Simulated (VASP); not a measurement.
Input of a VASP 6.6.1 run:

File INCAR:

```
SYSTEM = Si
  PREC = Accurate
  ENCUT = 520
  EDIFF = 1E-7
  ISMEAR = 0
  SIGMA = 0.15
  LREAL = .FALSE.
  LASPH = .TRUE.
  NELM = 60
  ALGO = Normal
  ISIF = 2
  LWAVE = .FALSE.
  LCHARG = .FALSE.
  GGA = CA
  NBANDS = 11
```

KPOINTS

```
regular mesh
0
G
  26 26 26
  0 0 0
```

POSCAR

```
Si
1.0
   -2.3824154513      2.3824154513      1.3705641976
    2.3824154513     -2.3824154513      1.3705641976
    2.3824154513      2.3824154513     -1.3705641976
Si
2
Direct
    0.2500000000      0.7500000000      0.5000000000
    0.5000000000      0.5000000000      0.0000000000
```

Potentials or basis: VASP PAW LDA potentials, release 64 (Si).

Run with:

```bash
$ cat potpaw_LDA.64/Si/POTCAR > POTCAR
$ mpirun -np 1 vasp_std > vasp.out
```

Q: Estimate the pressure.

A: -4.5 GPa.

Q: Estimate the band gap on the k mesh.

A: Zero (bands 4 and 5 overlap by 6.80 eV).

Stress tensor (GPa, compression positive):
```
-3.50  0.00  0.00
 0.00 -3.50  0.00
 0.00  0.00 -6.53
```

Caveat: the cell differs from its parent crystal (strain +0.000 along x and y, +0.050 along z); the cell stands under tension.
